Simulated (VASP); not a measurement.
# CdTe (x) in VASP: single point with LDA

Aim: the single point of CdTe (x) with LDA.

Program: VASP 6.6.1. These are calculated values, not measurements. Logs are shortened: lines on timing, memory, paths and dates and some standing lists are left out, and cuts for length are marked.

### 1 The cell of the first run

The typed cell holds 6 atoms: a = 4.624 Å, b = 4.624 Å, c = 10.500 Å, α = 90.00°, β = 90.00°, γ = 120.00°.

### 2 Single point, LDA

The input, INCAR:

```
PREC = Accurate ; ENCUT = 500
EDIFF = 1E-6 ; ISMEAR = 0
SIGMA = 0.1 ; LREAL = False
LASPH = True ; NELM = 120
ALGO = Normal ; ISIF = 2
LWAVE = False ; LCHARG = False
NBANDS = 36 ; GGA_COMPAT = False
```

The input, KPOINTS:

```
Automatic mesh
0
Gamma
  9 9 4
```

The input, POSCAR:

```
CdTe
1.0
    4.6240263037      0.0000000000      0.0000000000
   -2.3120131519      4.0045242468      0.0000000000
    0.0000000000      0.0000000000     10.5000722100
Cd Te
3 3
Direct
    0.5000311697      0.0000000000      0.3333333333
    0.0000000000      0.5000311697      0.6666666667
    0.4999688303      0.4999688303      0.0000000000
    0.5000351576      0.0000000000      0.8333333333
    0.0000000000      0.5000351576      0.1666666667
    0.4999648424      0.4999648424      0.5000000000
```

Potentials or basis: VASP PAW LDA potentials, release 64 (Cd, Te).

The run is started by

```
$ cat potpaw_LDA.64/Cd/POTCAR potpaw_LDA.64/Te/POTCAR > POTCAR
$ mpirun -np 1 vasp_std > vasp.out
```

OUTCAR:

```text
PREC = Accurate
   ENCUT = 500
   EDIFF = 1E-6
   ISMEAR = 0
   LREAL = False
   LASPH = True
   NELM = 120
   ISIF = 2

 ion  position               nearest neighbor table
   1  0.500  0.000  0.333-   5 2.90   6 2.90   5 2.90   6 2.90
   2  0.000  0.500  0.667-   4 2.90   6 2.90   4 2.90   6 2.90
   3  0.500  0.500  0.000-   5 2.90   4 2.90   5 2.90   4 2.90
   4  0.500  0.000  0.833-   2 2.90   3 2.90   2 2.90   3 2.90
   5  0.000  0.500  0.167-   1 2.90   3 2.90   1 2.90   3 2.90
   6  0.500  0.500  0.500-   2 2.90   1 2.90   2 2.90   1 2.90

  LATTYP: Found a hexagonal cell.
 ALAT       =     4.6240263037
 C/A-ratio  =     2.2707639447

  Lattice vectors:

 A1 = (   4.6240263037,   0.0000000000,   0.0000000000)
 A2 = (  -2.3120131519,   4.0045242468,   0.0000000000)
 A3 = (   0.0000000000,   0.0000000000,  10.5000722100)

Analysis of symmetry for initial positions (statically):
=====================================================================
 Subroutine PRICEL returns:
 Original cell was already a primitive cell.

 Routine SETGRP: Setting up the symmetry group for a
 hexagonal supercell.

 Subroutine GETGRP returns: Found  6 space group operations
 (whereof  2 operations were pure point group operations)
 out of a pool of 24 trial point group operations.

The static configuration has the point symmetry C_2 .
 The point group associated with its full space group is D_3 .

Analysis of symmetry for dynamics (positions and initial velocities):
=====================================================================
 Subroutine PRICEL returns:
 Original cell was already a primitive cell.

 Routine SETGRP: Setting up the symmetry group for a
 hexagonal supercell.

 Subroutine GETGRP returns: Found  6 space group operations
 (whereof  2 operations were pure point group operations)
 out of a pool of 24 trial point group operations.

The dynamic configuration has the point symmetry C_2 .
 The point group associated with its full space group is D_3 .

 Subroutine INISYM returns: Found  6 space group operations
 (whereof  2 operations are pure point group operations),
 and found     1 'primitive' translations

----------------------------------------------------------------------------------------

                                     Primitive cell

  volume of cell :     194.4301

  direct lattice vectors                    reciprocal lattice vectors
     4.624026304  0.000000000  0.000000000     0.216261746  0.124858777  0.000000000
    -2.312013152  4.004524247  0.000000000     0.000000000  0.249717554  0.000000000
     0.000000000  0.000000000 10.500072210     0.000000000  0.000000000  0.095237440

  length of vectors
     4.624026304  4.624026304 10.500072210     0.249717554  0.249717554  0.095237440

  position of ions in fractional coordinates (direct lattice)
     0.500031170  0.000000000  0.333333333
     0.000000000  0.500031170  0.666666667
     0.499968830  0.499968830  0.000000000
     0.500035158  0.000000000  0.833333333
     0.000000000  0.500035158  0.166666667
     0.499964842  0.499964842  0.500000000

  ion indices of the primitive-cell ions
   primitive index   ion index
                 1           1
                 2           2
                 3           3
                 4           4
                 5           5
                 6           6

----------------------------------------------------------------------------------------

 KPOINTS: Automatic mesh

Automatic generation of k-mesh.
 Grid dimensions read from file:
 generate k-points for:    9    9    4

 Generating k-lattice:

  Cartesian coordinates                     Fractional coordinates (reciprocal lattice)
     0.024029083  0.013873197  0.000000000     0.111111111  0.000000000  0.000000000
     0.000000000  0.027746395  0.000000000     0.000000000  0.111111111  0.000000000
     0.000000000  0.000000000  0.023809360     0.000000000  0.000000000  0.250000000

  Length of vectors
     0.027746395  0.027746395  0.023809360

  Shift w.r.t. Gamma in fractional coordinates (k-lattice)
     0.000000000  0.000000000  0.000000000

 Subroutine IBZKPT returns following result:
 ===========================================

 Found     43 irreducible k-points:

 Following reciprocal coordinates:
            Coordinates               Weight
  0.000000  0.000000  0.000000      1.000000
  0.111111  0.000000  0.000000      6.000000
  0.222222 -0.000000  0.000000      6.000000
  0.333333  0.000000  0.000000      6.000000
  0.444444 -0.000000  0.000000      6.000000
  0.111111  0.111111  0.000000      6.000000
[... 16 lines left out ...]
  0.222222  0.111111  0.250000     12.000000
 -0.111111  0.333333  0.250000     12.000000
 [... further k-points ...]
   k-points           NKPTS =     43   k-points in BZ     NKDIM =     43   number of bands    NBANDS=     36
   number of dos      NEDOS =    301   number of ions     NIONS =      6
   total plane-waves  NPLWV = 103680
   dimension x,y,z NGX =    36 NGY =   36 NGZ =   80
   dimension x,y,z NGXF=    72 NGYF=   72 NGZF=  160
   ions per type =               3   3
   NGX,Y,Z   is equivalent  to a cutoff of  12.94, 12.94, 12.67 a.u.
   NGXF,Y,Z  is equivalent  to a cutoff of  25.89, 25.89, 25.33 a.u.
 SYSTEM =  unknown system
   PREC   = accura    normal or accurate (medium, high low for compatibility)
   ISTART =      0    job   : 0-new  1-cont  2-samecut
   ICHARG =      2    charge: 1-file 2-atom 10-const
   ISPIN  =      1    spin polarized calculation?
   LNONCOLLINEAR =      F non collinear calculations
   LSORBIT =      F    spin-orbit coupling
   LASPH  =      T    aspherical Exc in radial PAW
   ENCUT  =  500.0 eV  36.75 Ry    6.06 a.u.   8.43  8.43 19.14*2*pi/ulx,y,z
   NELM   =    120;   NELMIN=  2; NELMDL= -5     # of ELM steps
   EDIFF  = 0.1E-05   stopping-criterion for ELM
   LREAL  =      F    real-space projection
   EDIFFG = 0.1E-04   stopping-criterion for IOM
   NSW    =      0    number of steps for IOM
   IBRION =     -1    ionic relax: 0-MD 1-quasi-New 2-CG
   NFREE  =      0    steps in history (QN), initial steepest desc. (CG)
   ISIF   =      2    stress and relaxation
   ISYM   =      2    0-nonsym 1-usesym 2-fastsym
   POTIM  = 0.5000    time-step for ionic-motion
   TEBEG  =    0.0;   TEEND  =   0.0 temperature during run
   PSTRESS=    0.0 pullay stress
   NELECT =      54.0000    total number of electrons
   NUPDOWN=      -1.0000    fix difference up-down
   EMIN   =  10.00;   EMAX   =-10.00  energy-range for DOS
   EFERMI =   0.00;   METHOD = LEGACY
   ISMEAR =     0;   SIGMA  =   0.10  broadening in eV -4-tet -1-fermi 0-gaus
   EFERMI_NEDOS =   21; number of points for ismear=-14 and -15
   IALGO  =     38    algorithm
   IMIX   =      4    mixing-type and parameters
     AMIX     =   0.40;   BMIX     =  1.00
     AMIX_MAG =   1.60;   BMIX_MAG =  1.00
  volume/ion in A,a.u.               =      32.41       218.68
  Fermi-wavevector in a.u.,A,eV,Ry     =   1.068116  2.018446 15.522491  1.140871
  Thomas-Fermi vector in A             =   2.203754
   LORBIT       =      0    0 simple, 1 ext, 2 COOP (PROOUT), +10 PAW based schemes
   GGA     = CA    functional components
   LHFCALC =     F    Hartree Fock is set to
   AEXX    =    0.0000 exact exchange contribution
   IVDW    =     0    specifies the selected vdW correction
   LEPSILON=     F    determine dielectric tensor
   LRPA    =     F    only Hartree local field effects (RPA)
 non-spin polarized calculation
 Gauss-broadening in eV      SIGMA  =   0.10
  energy-cutoff  :      500.00
  volume of cell :      194.43
 maximum number of plane-waves:      4988
 NGX is ok and might be reduce to    36
   NGX = 17   NGY = 17   NGZ = 39

 number of electron      54.0000016 magnetization

 Free energy of the ion-electron system (eV)
  ---------------------------------------------------
  ext. energy  EPLUGINS =         0.00000000
  ---------------------------------------------------
  free energy    TOTEN  =       -17.42805212 eV

  energy without entropy =      -17.42731671  energy(sigma->0) =      -17.42768442

 E-fermi :   2.6861     XC(G=0):  -9.3149

 val. band max:        2.6385224410   @ k =   0.0000   0.0000   0.5000
 cond. band min:       3.4441877526   @ k =   0.1111   0.0000   0.0000
 fundamental gap:      0.8056653116
 Fermi energy:         2.6861390264

 k-point     1 :       0.0000    0.0000    0.0000
  band No.  band energies     occupation
      1      -8.6874      2.00000
      2      -8.0953      2.00000
      3      -8.0953      2.00000
      4      -5.7705      2.00000
      5      -5.7705      2.00000
      6      -5.6261      2.00000
[... 28 lines left out ...]
     35       8.5410      0.00000
     36       8.7935      0.00000

 k-point     2 :       0.1111    0.0000    0.0000
  band No.  band energies     occupation
      1      -8.6347      2.00000
      2      -8.0840      2.00000
      3      -8.0779      2.00000
      4      -5.7582      2.00000
      5      -5.7558      2.00000
      6      -5.6266      2.00000
[... 28 lines left out ...]
     35       8.2277      0.00000
     36       8.3333      0.00000

 k-point     3 :       0.2222   -0.0000    0.0000
  band No.  band energies     occupation
      1      -8.4917      2.00000
      2      -8.0562      2.00000
      3      -8.0376      2.00000
      4      -5.7273      2.00000
      5      -5.7252      2.00000
      6      -5.6425      2.00000
[... 28 lines left out ...]
     35       7.7270      0.00000
     36       8.5219      0.00000
[... 742 lines left out ...]
 k-point    23 :       0.2222    0.1111    0.2500
  band No.  band energies     occupation
      1      -8.3411      2.00000
      2      -8.1426      2.00000
      3      -7.9348      2.00000
      4      -5.7068      2.00000
      5      -5.7023      2.00000
      6      -5.6440      2.00000
[... 28 lines left out ...]
     35       7.7743      0.00000
     36       8.2592      0.00000

 k-point    24 :      -0.1111    0.3333    0.2500
  band No.  band energies     occupation
      1      -8.3411      2.00000
      2      -8.1426      2.00000
      3      -7.9348      2.00000
      4      -5.7068      2.00000
      5      -5.7023      2.00000
      6      -5.6440      2.00000
[... 28 lines left out ...]
     35       7.7743      0.00000
     36       8.2594      0.00000

 [... further k-points ...]
[... 5 lines left out ...]
  --------------------------------------------------------------------------------------
  -------------------------------------------------------------------------------------
  Total       -4.6311644     -4.6311644     -5.2762379      0.0000000     -0.0000000      0.0000000
  in kB      -38.1625402    -38.1625402    -43.4781886      0.0000000     -0.0000000      0.0000000
  external PRESSURE =     -39.9344230 kB  Pullay stress =       0.0000000 kB

 VOLUME and BASIS-vectors are now :
 -----------------------------------------------------------------------------
  energy-cutoff  :      500.00
  volume of cell :      194.43
      direct lattice vectors                 reciprocal lattice vectors
     4.624026304  0.000000000  0.000000000     0.216261746  0.124858777  0.000000000
    -2.312013152  4.004524247  0.000000000     0.000000000  0.249717554  0.000000000
     0.000000000  0.000000000 10.500072210     0.000000000  0.000000000  0.095237440

 POSITION                                       TOTAL-FORCE (eV/Angst)
 -----------------------------------------------------------------------------------
      2.31216      0.00000      3.50002         0.000039      0.000000      0.000000
     -1.15608      2.00239      7.00005        -0.000020      0.000034     -0.000000
      1.15593      2.00214      0.00000        -0.000020     -0.000034     -0.000000
      2.31218      0.00000      8.75006        -0.000353      0.000000      0.000000
     -1.15609      2.00240      1.75001         0.000176     -0.000305     -0.000000
      1.15593      2.00212      5.25004         0.000176      0.000305     -0.000000
 -----------------------------------------------------------------------------------
    total drift:                               -0.000000     -0.000000      0.000000

  FREE ENERGIE OF THE ION-ELECTRON SYSTEM (eV)
  ---------------------------------------------------
  free  energy   TOTEN  =       -17.4280521206 eV

  energy  without entropy=      -17.4273167121  energy(sigma->0) =      -17.42768442
```

Run time: 8.3 min. Hardware: 1 thread of Intel Xeon 8259CL, shared host; peak memory 0.39 GiB.

Results:

```
Free energy            : -17.4281 eV
Pressure               : -4.0 GPa
Band gap on the k mesh : zero (band 27 reaches 2.64 eV, above the bottom of band 28 at 2.59 eV)
```

Stress tensor (GPa, compression positive):
```
-3.82  0.00  0.00
 0.00 -3.82  0.00
 0.00  0.00 -4.35
```

Levels at points of the mesh, in eV from the Fermi level:
```
           k point  band 23  band 24  band 25  band 26  band 27  band 28  band 29  band 30  band 31  band 32
(0.00, 0.00, 0.00)    -0.60    -0.57    -0.57    -0.41    -0.23    -0.09     2.29     2.29     3.88     3.88
(0.00, 0.00, 0.50)    -1.47    -0.59    -0.48    -0.48    -0.05     1.52     1.52     2.44     3.32     4.66
```

Caveat: spin-orbit coupling is left out, which moves the levels of the heavy elements.
